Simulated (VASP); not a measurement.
# SnSe (Pnma) in VASP: notebook

Runs on SnSe. Level: PBE. Tasks: single point.

All numbers are computed with VASP 6.6.1; they aren't measurements. Logs are shortened: lines on timing, memory, paths and dates and some standing lists are left out, and cuts for length are marked.

## 1. The cell of the first run

The structure is orthorhombic, space group Pnma (No. 62). Conventional cell: a = 11.420 Å, b = 4.190 Å, c = 4.460 Å, α = 90.00°, β = 90.00°, γ = 90.00°. Within 3.6 Å of Sn (site symmetry m) lie 6 Se at 2.69 to 3.51 Å and 2 Sn at 3.60 Å. Within 3.6 Å of Se (site symmetry m) lie 6 Sn at 2.69 to 3.51 Å.

## 2. Single point, PBE

INCAR

```
PREC = Accurate ; ENCUT = 520
EDIFF = 1E-6 ; ISMEAR = 0
SIGMA = 0.02 ; LREAL = F
LASPH = T ; NELM = 100
ALGO = Normal ; ISIF = 2
LWAVE = F ; LCHARG = F
GGA = PE ; NBANDS = 50
```

KPOINTS

```
Automatic mesh
0
Gamma
  4 8 8
```

POSCAR

```
SnSe
1.0
   11.4200000000      0.0000000000      0.0000000000
    0.0000000000      4.1900000000      0.0000000000
    0.0000000000      0.0000000000      4.4600000000
Sn Se
4 4
Direct
    0.8770000000      0.7500000000      0.9090000000
    0.6230000000      0.2500000000      0.4090000000
    0.3770000000      0.7500000000      0.5910000000
    0.1230000000      0.2500000000      0.0910000000
    0.6430000000      0.7500000000      0.9840000000
    0.8570000000      0.2500000000      0.4840000000
    0.1430000000      0.7500000000      0.5160000000
    0.3570000000      0.2500000000      0.0160000000
```

Potentials or basis: VASP PAW PBE potentials, release 64 (Sn_d, Se).

Started as:

```
$ cat potpaw_PBE.64/Sn_d/POTCAR potpaw_PBE.64/Se/POTCAR > POTCAR
$ mpirun -np 1 vasp_std > vasp.out
```

OUTCAR:

```text
PREC = Accurate
   ENCUT = 520
   EDIFF = 1E-6
   ISMEAR = 0
   LREAL = F
   LASPH = T
   NELM = 100
   ISIF = 2
   GGA = PE

 ion  position               nearest neighbor table
   1  0.877  0.750  0.909-   5 2.69   6 2.83   6 2.83   4 3.60   4 3.60
   2  0.623  0.250  0.409-   6 2.69   5 2.83   5 2.83   3 3.60   3 3.60
   3  0.377  0.750  0.591-   7 2.69   8 2.83   8 2.83   2 3.60   2 3.60
   4  0.123  0.250  0.091-   8 2.69   7 2.83   7 2.83   1 3.60   1 3.60
   5  0.643  0.750  0.984-   1 2.69   2 2.83   2 2.83
   6  0.857  0.250  0.484-   2 2.69   1 2.83   1 2.83
   7  0.143  0.750  0.516-   3 2.69   4 2.83   4 2.83
   8  0.357  0.250  0.016-   4 2.69   3 2.83   3 2.83

  LATTYP: Found a simple orthorhombic cell.
 ALAT       =     4.1900000000
 B/A-ratio  =     1.0644391408
 C/A-ratio  =     2.7255369928

  Lattice vectors:

 A1 = (   0.0000000000,   4.1900000000,   0.0000000000)
 A2 = (   0.0000000000,   0.0000000000,   4.4600000000)
 A3 = (  11.4200000000,   0.0000000000,   0.0000000000)

Analysis of symmetry for initial positions (statically):
=====================================================================
 Subroutine PRICEL returns:
 Original cell was already a primitive cell.

 Routine SETGRP: Setting up the symmetry group for a
 simple orthorhombic supercell.

 Subroutine GETGRP returns: Found  8 space group operations
 (whereof  2 operations were pure point group operations)
 out of a pool of  8 trial point group operations.

The static configuration has the point symmetry S_2 .
 The point group associated with its full space group is D_2h.

Analysis of symmetry for dynamics (positions and initial velocities):
=====================================================================
 Subroutine PRICEL returns:
 Original cell was already a primitive cell.

 Routine SETGRP: Setting up the symmetry group for a
 simple orthorhombic supercell.

 Subroutine GETGRP returns: Found  8 space group operations
 (whereof  2 operations were pure point group operations)
 out of a pool of  8 trial point group operations.

The dynamic configuration has the point symmetry S_2 .
 The point group associated with its full space group is D_2h.

 Subroutine INISYM returns: Found  8 space group operations
 (whereof  2 operations are pure point group operations),
 and found     1 'primitive' translations

----------------------------------------------------------------------------------------

                                     Primitive cell

  volume of cell :     213.4101

  direct lattice vectors                    reciprocal lattice vectors
    11.420000000  0.000000000  0.000000000     0.087565674  0.000000000  0.000000000
     0.000000000  4.190000000  0.000000000     0.000000000  0.238663484  0.000000000
     0.000000000  0.000000000  4.460000000     0.000000000  0.000000000  0.224215247

  length of vectors
    11.420000000  4.190000000  4.460000000     0.087565674  0.238663484  0.224215247

  position of ions in fractional coordinates (direct lattice)
     0.877000000  0.750000000  0.909000000
     0.623000000  0.250000000  0.409000000
     0.377000000  0.750000000  0.591000000
     0.123000000  0.250000000  0.091000000
     0.643000000  0.750000000  0.984000000
     0.857000000  0.250000000  0.484000000
     0.143000000  0.750000000  0.516000000
     0.357000000  0.250000000  0.016000000

  ion indices of the primitive-cell ions
   primitive index   ion index
                 1           1
                 2           2
                 3           3
                 4           4
                 5           5
                 6           6
                 7           7
                 8           8

----------------------------------------------------------------------------------------

 KPOINTS: Automatic mesh

Automatic generation of k-mesh.
 Grid dimensions read from file:
 generate k-points for:    4    8    8

 Generating k-lattice:

  Cartesian coordinates                     Fractional coordinates (reciprocal lattice)
     0.021891419  0.000000000  0.000000000     0.250000000  0.000000000  0.000000000
     0.000000000  0.029832936  0.000000000     0.000000000  0.125000000  0.000000000
     0.000000000  0.000000000  0.028026906     0.000000000  0.000000000  0.125000000

  Length of vectors
     0.021891419  0.029832936  0.028026906

  Shift w.r.t. Gamma in fractional coordinates (k-lattice)
     0.000000000  0.000000000  0.000000000

 Subroutine IBZKPT returns following result:
 ===========================================

 Found     75 irreducible k-points:

 Following reciprocal coordinates:
            Coordinates               Weight
  0.000000  0.000000  0.000000      1.000000
  0.250000  0.000000  0.000000      2.000000
  0.500000  0.000000  0.000000      1.000000
  0.000000  0.125000  0.000000      2.000000
  0.250000  0.125000  0.000000      4.000000
  0.500000  0.125000  0.000000      2.000000
[... 16 lines left out ...]
  0.250000  0.250000  0.125000      8.000000
  0.500000  0.250000  0.125000      4.000000
 [... further k-points ...]
   k-points           NKPTS =     75   k-points in BZ     NKDIM =     75   number of bands    NBANDS=     50
   number of dos      NEDOS =    301   number of ions     NIONS =      8
   total plane-waves  NPLWV = 103680
   dimension x,y,z NGX =    90 NGY =   32 NGZ =   36
   dimension x,y,z NGXF=   180 NGYF=   64 NGZF=   72
   ions per type =               4   4
   NGX,Y,Z   is equivalent  to a cutoff of  13.10, 12.70, 13.42 a.u.
   NGXF,Y,Z  is equivalent  to a cutoff of  26.20, 25.39, 26.84 a.u.
 SYSTEM =  unknown system
   PREC   = accura    normal or accurate (medium, high low for compatibility)
   ISTART =      0    job   : 0-new  1-cont  2-samecut
   ICHARG =      2    charge: 1-file 2-atom 10-const
   ISPIN  =      1    spin polarized calculation?
   LNONCOLLINEAR =      F non collinear calculations
   LSORBIT =      F    spin-orbit coupling
   LASPH  =      T    aspherical Exc in radial PAW
   ENCUT  =  520.0 eV  38.22 Ry    6.18 a.u.  21.23  7.79  8.29*2*pi/ulx,y,z
   NELM   =    100;   NELMIN=  2; NELMDL= -5     # of ELM steps
   EDIFF  = 0.1E-05   stopping-criterion for ELM
   LREAL  =      F    real-space projection
   EDIFFG = 0.1E-04   stopping-criterion for IOM
   NSW    =      0    number of steps for IOM
   IBRION =     -1    ionic relax: 0-MD 1-quasi-New 2-CG
   NFREE  =      0    steps in history (QN), initial steepest desc. (CG)
   ISIF   =      2    stress and relaxation
   ISYM   =      2    0-nonsym 1-usesym 2-fastsym
   POTIM  = 0.5000    time-step for ionic-motion
   TEBEG  =    0.0;   TEEND  =   0.0 temperature during run
   PSTRESS=    0.0 pullay stress
   NELECT =      80.0000    total number of electrons
   NUPDOWN=      -1.0000    fix difference up-down
   EMIN   =  10.00;   EMAX   =-10.00  energy-range for DOS
   EFERMI =   0.00;   METHOD = LEGACY
   ISMEAR =     0;   SIGMA  =   0.02  broadening in eV -4-tet -1-fermi 0-gaus
   EFERMI_NEDOS =   21; number of points for ismear=-14 and -15
   IALGO  =     38    algorithm
   IMIX   =      4    mixing-type and parameters
     AMIX     =   0.40;   BMIX     =  1.00
     AMIX_MAG =   1.60;   BMIX_MAG =  1.00
  volume/ion in A,a.u.               =      26.68       180.02
  Fermi-wavevector in a.u.,A,eV,Ry     =   1.180411  2.230653 18.957944  1.393370
  Thomas-Fermi vector in A             =   2.316704
   LORBIT       =      0    0 simple, 1 ext, 2 COOP (PROOUT), +10 PAW based schemes
   GGA     = PE    functional components
   LHFCALC =     F    Hartree Fock is set to
   AEXX    =    0.0000 exact exchange contribution
   IVDW    =     0    specifies the selected vdW correction
   LEPSILON=     F    determine dielectric tensor
   LRPA    =     F    only Hartree local field effects (RPA)
 non-spin polarized calculation
 Gauss-broadening in eV      SIGMA  =   0.02
  energy-cutoff  :      520.00
  volume of cell :      213.41
 maximum number of plane-waves:      5784
 NGX is ok and might be reduce to    90
   NGX = 43   NGY = 15   NGZ = 17

 number of electron      80.0000000 magnetization

 Free energy of the ion-electron system (eV)
  ---------------------------------------------------
  ext. energy  EPLUGINS =         0.00000000
  ---------------------------------------------------
  free energy    TOTEN  =       -32.77491186 eV

  energy without entropy =      -32.77491186  energy(sigma->0) =      -32.77491186

 E-fermi :   5.5602     XC(G=0):  -9.7043

 val. band max:        5.4372824393   @ k =   0.0000   0.0000   0.3750
 cond. band min:       6.1724624596   @ k =   0.0000   0.3750   0.0000
 fundamental gap:      0.7351800203
 Fermi energy:         5.5602097035

 k-point     1 :       0.0000    0.0000    0.0000
  band No.  band energies     occupation
      1     -15.8836      2.00000
      2     -15.8749      2.00000
      3     -15.8714      2.00000
      4     -15.8711      2.00000
      5     -15.8691      2.00000
      6     -15.8661      2.00000
[... 42 lines left out ...]
     49      10.0875      0.00000
     50      10.1128      0.00000

 k-point     2 :       0.2500    0.0000    0.0000
  band No.  band energies     occupation
      1     -15.8823      2.00000
      2     -15.8758      2.00000
      3     -15.8716      2.00000
      4     -15.8710      2.00000
      5     -15.8697      2.00000
      6     -15.8682      2.00000
[... 42 lines left out ...]
     49      10.2854      0.00000
     50      10.5173      0.00000

 k-point     3 :       0.5000    0.0000    0.0000
  band No.  band energies     occupation
      1     -15.8791      2.00000
      2     -15.8791      2.00000
      3     -15.8710      2.00000
      4     -15.8710      2.00000
      5     -15.8699      2.00000
      6     -15.8699      2.00000
[... 1102 lines left out ...]
     49       9.7333      0.00000
     50      10.0818      0.00000

 k-point    24 :       0.5000    0.2500    0.1250
  band No.  band energies     occupation
      1     -15.8774      2.00000
      2     -15.8774      2.00000
      3     -15.8732      2.00000
      4     -15.8732      2.00000
      5     -15.8654      2.00000
      6     -15.8654      2.00000
[... 42 lines left out ...]
     49       9.6248      0.00000
     50       9.6248      0.00000

 [... further k-points ...]
[... 5 lines left out ...]
  --------------------------------------------------------------------------------------
  -------------------------------------------------------------------------------------
  Total        5.6103624      2.1338004      1.8669046      0.0000000     -0.0000000      0.0000000
  in kB       42.1198203     16.0195161     14.0157948      0.0000000     -0.0000000      0.0000000
  external PRESSURE =      24.0517104 kB  Pullay stress =       0.0000000 kB

 VOLUME and BASIS-vectors are now :
 -----------------------------------------------------------------------------
  energy-cutoff  :      520.00
  volume of cell :      213.41
      direct lattice vectors                 reciprocal lattice vectors
    11.420000000  0.000000000  0.000000000     0.087565674  0.000000000  0.000000000
     0.000000000  4.190000000  0.000000000     0.000000000  0.238663484  0.000000000
     0.000000000  0.000000000  4.460000000     0.000000000  0.000000000  0.224215247

 POSITION                                       TOTAL-FORCE (eV/Angst)
 -----------------------------------------------------------------------------------
     10.01534      3.14250      4.05414         0.332536     -0.000000     -0.002953
      7.11466      1.04750      1.82414        -0.332536      0.000000     -0.002953
      4.30534      3.14250      2.63586         0.332536     -0.000000      0.002953
      1.40466      1.04750      0.40586        -0.332536      0.000000      0.002953
      7.34306      3.14250      4.38864        -0.268821      0.000000      0.011234
      9.78694      1.04750      2.15864         0.268821      0.000000      0.011234
      1.63306      3.14250      2.30136        -0.268821      0.000000     -0.011234
      4.07694      1.04750      0.07136         0.268821      0.000000     -0.011234
 -----------------------------------------------------------------------------------
    total drift:                                0.000000     -0.000000      0.000000

  FREE ENERGIE OF THE ION-ELECTRON SYSTEM (eV)
  ---------------------------------------------------
  free  energy   TOTEN  =       -32.7749118648 eV

  energy  without entropy=      -32.7749118648  energy(sigma->0) =      -32.77491186
```

Run time: 11 min. Hardware: 1 thread of Oxide Virtual Turin-like, shared host; peak memory 0.69 GiB.

What came out:

```
Free energy            : -32.7749 eV
Pressure               : 2.4 GPa
Largest force          : 0.333 eV/Å
Band gap on the k mesh : 0.74 eV (least direct gap 0.95 eV)
```

Forces in eV/Å, atoms in the order of the input:
```
Sn   0.333  0.000 -0.003
Sn  -0.333  0.000 -0.003
Sn   0.333  0.000  0.003
Sn  -0.333  0.000  0.003
Se  -0.269  0.000  0.011
Se   0.269  0.000  0.011
Se  -0.269  0.000 -0.011
Se   0.269  0.000 -0.011
```

Stress tensor (GPa, compression positive):
```
4.21 0.00 0.00
0.00 1.60 0.00
0.00 0.00 1.40
```

Caveat: spin-orbit coupling is left out, which moves the levels of the heavy elements. A k mesh can miss the band edges.

## 3. Single point, PBE

This run uses another cell than the first one, of 25.88 Å³/atom.

INCAR

```
SYSTEM = SnSe
  PREC = Accurate
  ENCUT = 520
  EDIFF = 1E-7
  ISMEAR = 0
  SIGMA = 0.02
  LREAL = .False.
  LASPH = .True.
  NELM = 80
  ALGO = Normal
  ISIF = 2
  LWAVE = .False.
  LCHARG = .False.
  GGA = PE
  NBANDS = 50
```

KPOINTS

```
regular mesh
0
Gamma
  4 8 8
  0 0 0
```

Changes to POSCAR since step 2:

```diff
@@ -2,5 +2,5 @@
 1.0
-   11.4200000000      0.0000000000      0.0000000000
-    0.0000000000      4.1900000000      0.0000000000
-    0.0000000000      0.0000000000      4.4600000000
+   11.3046385774      0.0000000000      0.0000000000
+    0.0000000000      4.1476738739      0.0000000000
+    0.0000000000      0.0000000000      4.4149464147
 Sn Se
```

Potentials or basis: VASP PAW PBE potentials, release 64 (Sn_d, Se).

Started as:

```
$ cat potpaw_PBE.64/Sn_d/POTCAR potpaw_PBE.64/Se/POTCAR > POTCAR
$ mpirun -np 1 vasp_std > vasp.out
```

Wall time 22 min (1 thread of Oxide Virtual Turin-like, shared host); peak memory 0.65 GiB.

It converged, with:

```yaml
Free_energy: -32.6408 eV
Pressure: 4.3 GPa
Largest_force: 0.522 eV/Å
Band_gap_on_the_k_mesh: 0.79 eV (least direct gap 0.96 eV)
```

Forces on the atoms (eV/Å):
```
Sn   0.515  0.000  0.086
Sn  -0.515  0.000  0.086
Sn   0.515  0.000 -0.086
Sn  -0.515  0.000 -0.086
Se  -0.405  0.000 -0.064
Se   0.405  0.000 -0.064
Se  -0.405  0.000  0.064
Se   0.405  0.000  0.064
```

Stress tensor (GPa, compression positive):
```
6.35 0.00 0.00
0.00 3.37 0.00
0.00 0.00 3.13
```

Levels at points of the mesh, in eV from the valence-band top:
| k point | band 36 | band 37 | band 38 | band 39 | band 40 | band 41 | band 42 | band 43 | band 44 | band 45 |
| --- | --- | --- | --- | --- | --- | --- | --- | --- | --- | --- |
| (0.00, 0.00, 0.00) | -1.89 | -1.60 | -1.17 | -0.77 | -0.53 | 0.80 | 3.02 | 3.02 | 3.03 | 3.39 |
| (0.50, 0.00, 0.00) | -2.18 | -1.89 | -1.89 | -0.61 | -0.61 | 2.64 | 2.64 | 2.88 | 2.88 | 3.80 |
| (0.00, 0.50, 0.00) | -1.77 | -1.01 | -1.01 | -0.72 | -0.72 | 0.91 | 0.91 | 1.52 | 1.52 | 1.65 |
| (0.50, 0.50, 0.00) | -2.21 | -1.00 | -1.00 | -1.00 | -1.00 | 1.46 | 1.46 | 1.46 | 1.46 | 2.04 |
| (0.00, 0.00, 0.50) | -1.53 | -0.77 | -0.77 | -0.26 | -0.26 | 1.31 | 1.31 | 1.60 | 1.60 | 1.76 |
| (0.50, 0.00, 0.50) | -1.84 | -0.54 | -0.54 | -0.20 | -0.20 | 1.28 | 1.28 | 1.66 | 1.66 | 1.67 |
| (0.00, 0.50, 0.50) | -3.29 | -2.30 | -2.30 | -1.54 | -1.54 | 2.94 | 2.94 | 3.20 | 3.20 | 4.90 |
| (0.50, 0.50, 0.50) | -3.90 | -1.55 | -1.55 | -1.55 | -1.55 | 2.65 | 2.65 | 2.65 | 2.65 | 4.85 |

Caveat: the cell stands under pressure; spin-orbit coupling is left out, which moves the levels of the heavy elements. A k mesh can miss the band edges.
